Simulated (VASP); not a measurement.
# Ge (Fd-3m) in VASP: further runs, part 2 of 2

VASP 6.6.1. Earlier steps stand in the parts before.

## 5. Electric field gradients, PBE (volume scaled by 0.99)

File INCAR:

```
SYSTEM = Ge
PREC = Accurate
ENCUT = 520
EDIFF = 1E-8
ISMEAR = -1
SIGMA = 0.05
LREAL = .False.
LASPH = .True.
NELM = 100
ALGO = Normal
ISIF = 2
LWAVE = .False.
LCHARG = .False.
GGA = PE
LEFG = .True.
NBANDS = 21
```

File KPOINTS:

```
Automatic mesh
0
Gamma
  10 10 10
  0 0 0
```

File POSCAR:

```
Ge
1.0
    0.0000000000      2.8193091601      2.8193091601
    2.8193091601      0.0000000000      2.8193091601
    2.8193091601      2.8193091601      0.0000000000
Ge
2
Direct
    0.5000000000      0.5000000000      0.5000000000
    0.7500000000      0.7500000000      0.7500000000
```

Potentials or basis: VASP PAW PBE potentials, release 64 (Ge_d).

On the command line:

```bash
cat potpaw_PBE.64/Ge_d/POTCAR > POTCAR
mpirun -np 1 vasp_std > vasp.out
```

OUTCAR:

```text
SYSTEM = Ge
   PREC = Accurate
   ENCUT = 520
   EDIFF = 1E-8
   ISMEAR = -1
   LREAL = .False.
   LASPH = .True.
   NELM = 100
   ISIF = 2
   GGA = PE

 ion  position               nearest neighbor table
   1  0.500  0.500  0.500-   2 2.44   2 2.44   2 2.44   2 2.44
   2  0.750  0.750  0.750-   1 2.44   1 2.44   1 2.44   1 2.44

  LATTYP: Found a face centered cubic cell.
 ALAT       =     5.6386183202

  Lattice vectors:

 A1 = (   0.0000000000,   2.8193091601,   2.8193091601)
 A2 = (   2.8193091601,   0.0000000000,   2.8193091601)
[... 790 lines left out ...]
  ---------------------------------------------------
  free  energy   TOTEN  =        -8.9953234077 eV

  energy  without entropy=       -8.9949471095  energy(sigma->0) =       -8.99513526

 Electric field gradients (V/A^2)
---------------------------------------------------------------------
 ion       V_xx      V_yy      V_zz      V_xy      V_xz      V_yz
---------------------------------------------------------------------
   1       0.000     0.000    -0.000     0.003     0.003     0.003
   2       0.000     0.000    -0.000     0.003     0.003     0.003
---------------------------------------------------------------------

 Electric field gradients after diagonalization (V/A^2)
 (convention: |V_zz| > |V_xx| > |V_yy|)
----------------------------------------------------------------------
 ion       V_xx      V_yy      V_zz     asymmetry (V_yy - V_xx)/ V_zz
----------------------------------------------------------------------
   1      -0.003    -0.003     0.006       0.000
   2      -0.003    -0.003     0.006       0.000
----------------------------------------------------------------------

           NMR quadrupolar parameters

 Cq : quadrupolar parameter    Cq=e*Q*V_zz/h
 eta: asymmetry parameters     (V_yy - V_xx)/ V_zz
 Q  : nuclear electric quadrupole moment in mb (millibarn)
----------------------------------------------------------------------
 ion       Cq(MHz)       eta       Q (mb)
----------------------------------------------------------------------
   1       0.000       0.000       1.000
   2       0.000       0.000       1.000
----------------------------------------------------------------------
```

stdout:

```text
POSCAR found type information on POSCAR Ge
 POSCAR found :  1 types and       2 ions
 scaLAPACK will be used
 LDA part: xc-table for (Slater+PW92), standard interpolation
 POSCAR, INCAR and KPOINTS ok, starting setup
 FFT: planning ... GRIDC
 FFT: planning ... GRID_SOFT
 FFT: planning ... GRID
 WAVECAR not read
 entering main loop
ion   1

ion   2
```

Wall time 22 s (1 thread of Intel Xeon 6975P-C (Granite Rapids), shared host); peak memory 0.17 GiB.

Results:

- Free energy: -8.9953 eV
- Pressure: 4.4 GPa
- Band gap on the k mesh: 0.13 eV, direct

Caveat: without QUAD_EFG the Cq values of the log hold for a quadrupole moment of 1 mb, not for the nuclei. A k mesh can miss the band edges.

## 6. Electric field gradients, PBE (volume scaled by 1.01)

File INCAR:

```
SYSTEM = Ge
PREC     = Accurate       ! precision mode
ENCUT    = 520            ! plane-wave cutoff, eV
EDIFF    = 1E-8           ! SCF threshold, eV
ISMEAR   = -1             ! smearing method
SIGMA    = 0.05           ! smearing width, eV
LREAL    = .FALSE.        ! projectors in reciprocal space
LASPH    = .TRUE.         ! aspherical terms in the spheres
NELM     = 100            ! most SCF steps
ALGO     = Normal         ! electronic algorithm
ISIF     = 2              ! what is computed and relaxed
LWAVE    = .FALSE.        ! write WAVECAR
LCHARG   = .FALSE.        ! write CHGCAR
GGA      = PE             ! functional
LEFG     = .TRUE.       
NBANDS   = 21             ! bands
```

File KPOINTS:

```
regular mesh
0
G
  10 10 10
  0 0 0
```

File POSCAR:

```
Ge
1.0
    0.0000000000      2.8381679760      2.8381679760
    2.8381679760      0.0000000000      2.8381679760
    2.8381679760      2.8381679760      0.0000000000
Ge
2
Direct
    0.5000000000      0.5000000000      0.5000000000
    0.7500000000      0.7500000000      0.7500000000
```

Potentials or basis: VASP PAW PBE potentials, release 64 (Ge_d).

On the command line:

```bash
cat potpaw_PBE.64/Ge_d/POTCAR > POTCAR
mpirun -np 1 vasp_std > vasp.out
```

OUTCAR:

```text
SYSTEM = Ge
   PREC = Accurate
   ENCUT = 520
   EDIFF = 1E-8
   ISMEAR = -1
   LREAL = .FALSE.
   LASPH = .TRUE.
   NELM = 100
   ISIF = 2
   GGA = PE

 ion  position               nearest neighbor table
   1  0.500  0.500  0.500-   2 2.46   2 2.46   2 2.46   2 2.46
   2  0.750  0.750  0.750-   1 2.46   1 2.46   1 2.46   1 2.46

  LATTYP: Found a face centered cubic cell.
 ALAT       =     5.6763359520

  Lattice vectors:

 A1 = (   0.0000000000,   2.8381679760,   2.8381679760)
 A2 = (   2.8381679760,   0.0000000000,   2.8381679760)
[... 790 lines left out ...]
  ---------------------------------------------------
  free  energy   TOTEN  =        -9.0159183221 eV

  energy  without entropy=       -9.0154130342  energy(sigma->0) =       -9.01566568

 Electric field gradients (V/A^2)
---------------------------------------------------------------------
 ion       V_xx      V_yy      V_zz      V_xy      V_xz      V_yz
---------------------------------------------------------------------
   1      -0.000    -0.000    -0.000     0.004     0.004     0.004
   2      -0.000    -0.000    -0.000     0.004     0.004     0.004
---------------------------------------------------------------------

 Electric field gradients after diagonalization (V/A^2)
 (convention: |V_zz| > |V_xx| > |V_yy|)
----------------------------------------------------------------------
 ion       V_xx      V_yy      V_zz     asymmetry (V_yy - V_xx)/ V_zz
----------------------------------------------------------------------
   1      -0.004    -0.004     0.008       0.000
   2      -0.004    -0.004     0.008       0.000
----------------------------------------------------------------------

           NMR quadrupolar parameters

 Cq : quadrupolar parameter    Cq=e*Q*V_zz/h
 eta: asymmetry parameters     (V_yy - V_xx)/ V_zz
 Q  : nuclear electric quadrupole moment in mb (millibarn)
----------------------------------------------------------------------
 ion       Cq(MHz)       eta       Q (mb)
----------------------------------------------------------------------
   1       0.000       0.000       1.000
   2       0.000       0.000       1.000
----------------------------------------------------------------------
```

stdout:

```text
POSCAR found type information on POSCAR Ge
 POSCAR found :  1 types and       2 ions
 scaLAPACK will be used
 LDA part: xc-table for (Slater+PW92), standard interpolation
 POSCAR, INCAR and KPOINTS ok, starting setup
 FFT: planning ... GRIDC
 FFT: planning ... GRID_SOFT
 FFT: planning ... GRID
 WAVECAR not read
 entering main loop
ion   1

ion   2
```

It took 47 s on 1 thread of AMD EPYC 7R43 (Zen 3), shared host; peak memory 0.15 GiB.

Results:

```yaml
Free_energy: -9.0159 eV
Pressure: 2.9 GPa
Band_gap_on_the_k_mesh: zero (filled and empty bands touch)
```

Caveat: without QUAD_EFG the Cq values of the log hold for a quadrupole moment of 1 mb, not for the nuclei.

## 7. Summary

| cell | gap on the mesh (eV) | pressure (GPa) |
| --- | --- | --- |
| a = 3.919 Å, angles 60.0°, 2 atoms | 0.38 | 9.0 |
| a = 3.946 Å, angles 60.0°, 2 atoms | 0.31 | 7.0 |
| a = 3.974 Å, angles 60.0°, 2 atoms | 0.22 | 5.2 |
| a = 3.987 Å, angles 60.0°, 2 atoms | 0.13 | 4.4 |
| a = 4.014 Å, angles 60.0°, 2 atoms | none | 2.9 |

Alike in all rows: task electric field gradients; level PBE; potentials or basis VASP PAW PBE potentials, release 64 (Ge_d); no spin polarisation; k mesh 10 × 10 × 10; cutoff (eV) 520; smearing fermi-dirac 0.05 eV.

Absolute energies hang on the potentials; compare differences alone.
